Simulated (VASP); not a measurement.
Set up this calculation in VASP 6.6.1, as the native input.

```
Task                   : single point
Functional             : LDA
Potentials or basis    : VASP PAW LDA potentials, release 64 (Nb_sv)
Cutoff                 : 520 eV
k mesh                 : 14 × 14 × 14
Occupations            : gaussian, width 0.05 eV
Spin                   : no spin polarisation
Dipole correction      : no
Further INCAR settings : ALGO = Fast; EDIFF = 1e-06; NBANDS = 12
```

The structure of Nb lies in POSCAR:

```
Nb
1.0
   -1.6557315458      1.6557315458      1.6557315458
    1.6557315458     -1.6557315458      1.6557315458
    1.6557315458      1.6557315458     -1.6557315458
Nb
1
Direct
    0.0000000000      0.0000000000      0.0000000000
```

These files were run (other wordings do the same):

INCAR

```
SYSTEM = Nb
PREC     = Accurate       ! precision mode
ENCUT    = 520            ! plane-wave cutoff, eV
EDIFF    = 1E-6           ! SCF threshold, eV
ISMEAR   = 0              ! smearing method
SIGMA    = 0.05           ! smearing width, eV
LREAL    = .False.        ! projectors in reciprocal space
LASPH    = .True.         ! aspherical terms in the spheres
NELM     = 80             ! most SCF steps
ALGO     = Fast           ! electronic algorithm
ISIF     = 2              ! what is computed and relaxed
LWAVE    = .False.        ! write WAVECAR
LCHARG   = .False.        ! write CHGCAR
NBANDS   = 12             ! bands
```

KPOINTS

```
Automatic mesh
0
Gamma
  14 14 14
  0 0 0
```

Potentials or basis: VASP PAW LDA potentials, release 64 (Nb_sv).

Launch:

```console
$ cat potpaw_LDA.64/Nb_sv/POTCAR > POTCAR
$ mpirun -np 1 vasp_std > vasp.out
```

Results of the run:

```
Pressure : -10.0 GPa
```

Wall time 14 s on 1 thread of Intel(R) Xeon(R) 6975P-C (Granite Rapids), with other jobs on the host, peak memory 0.14 GiB.
